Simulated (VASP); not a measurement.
Write the native input for VASP 6.6.1 that does the following.

- Task: single point
- Functional: PBE
- Potentials or basis: VASP PAW PBE potentials, release 64 (Hg, Se)
- Cutoff: 520 eV
- k mesh: 8 × 8 × 8
- Occupations: gaussian, width 0.1 eV
- Spin: no spin polarisation
- Dipole correction: no
- Further INCAR settings: ALGO = Normal; EDIFF = 1e-06; NBANDS = 26

The structure of HgSe4 lies in POSCAR:

```
HgSe4
1.0
    5.1025865353      0.0000000000      0.0000000000
    0.0000000000      5.1025865353      0.0000000000
    0.0000000000      0.0000000000      5.1025865353
Hg Se
1 4
Direct
    0.0000000000      0.0000000000      0.0000000000
    0.3102133564      0.3102133564      0.3102133564
    0.6897866436      0.6897866436      0.3102133564
    0.3102133564      0.6897866436      0.6897866436
    0.6897866436      0.3102133564      0.6897866436
```

One way to write it, as run:

INCAR

```
SYSTEM = HgSe4
PREC = Accurate
ENCUT = 520
EDIFF = 1E-6
ISMEAR = 0
SIGMA = 0.1
LREAL = .FALSE.
LASPH = .TRUE.
NELM = 100
ALGO = Normal
ISIF = 2
LWAVE = .FALSE.
LCHARG = .FALSE.
GGA = PE
NBANDS = 26
```

KPOINTS

```
Automatic mesh
0
G
  8 8 8
  0 0 0
```

Potentials or basis: VASP PAW PBE potentials, release 64 (Hg, Se).

Command:

```console
$ cat potpaw_PBE.64/Hg/POTCAR potpaw_PBE.64/Se/POTCAR > POTCAR
$ mpirun -np 1 vasp_std > vasp.out
```

It gave:

```json
{
  "Pressure": "0.1 GPa",
  "Largest force": "0.025 eV/Å",
  "Band gap on the k mesh": "zero (band 18 reaches 3.30 eV, above the bottom of band 19 at 2.34 eV)"
}
```

Caveat: spin-orbit coupling is left out, which moves the levels of the heavy elements.

Wall time 74 s on 1 thread of Intel(R) Xeon(R) Platinum 8375C CPU @ 2.90GHz (Ice Lake) (shared host), peak memory 0.3 GiB.
